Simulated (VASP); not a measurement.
# SiNi3: single point with PBEsol

SiNi3:

```xyz
4
Lattice="1.2928 0.7464 7.6620 -1.2928 0.7464 7.6620 0.0000 -1.4928 7.6620" Properties=species:S:1:pos:R:3 pbc="T T T"
Ni    0.0000    0.0000    5.8553
Ni    0.0000    0.0000   11.4930
Ni    0.0000    0.0000   17.1307
Si    0.0000    0.0000    0.0000
```

```
Program                : VASP 6.6.1
Task                   : single point
Functional             : PBEsol
Potentials or basis    : VASP PAW PBE potentials, release 64 (Ni, Si)
Cutoff                 : 520 eV
k mesh                 : 10 × 10 × 10
Occupations            : fermi-dirac, width 0.05 eV
Spin                   : collinear spin, ferromagnetic start
Starting moments       : [0.266667, 0.266667, 0.266667, 0.0] μB
Fixed moment           : 0.8 μB
Dipole correction      : no
Further INCAR settings : ALGO = Normal; EDIFF = 1e-06; NBANDS = 29
```

* Pressure: -5.6 GPa
* Net moment: 0.80 μB per cell
* Site moments: Ni +0.14, +0.52 (each value once); Si +0.01 μB
* Valence electrons inside the program's atomic spheres: Ni 9.46, 9.21 (each value once); Si 1.63

Forces on the atoms (eV/Å):
```
Ni   0.000  0.000 -0.003
Ni   0.000  0.000  0.000
Ni   0.000  0.000  0.003
Si   0.000  0.000  0.000
```

Stress tensor (GPa, compression positive):
```
-5.41  0.00  0.00
 0.00 -5.41  0.00
 0.00  0.00 -6.01
```

Run time: 26 min on 1 thread of Intel(R) Xeon(R) Platinum 8488C (Sapphire Rapids), with other jobs on the host, peak memory 0.76 GiB.

Caveat: the cell stands under tension; the PAW data sets were made with another functional, which shifts forces and pressure a little; the total moment is fixed, so each spin has its own Fermi level and the state may be an excited one.
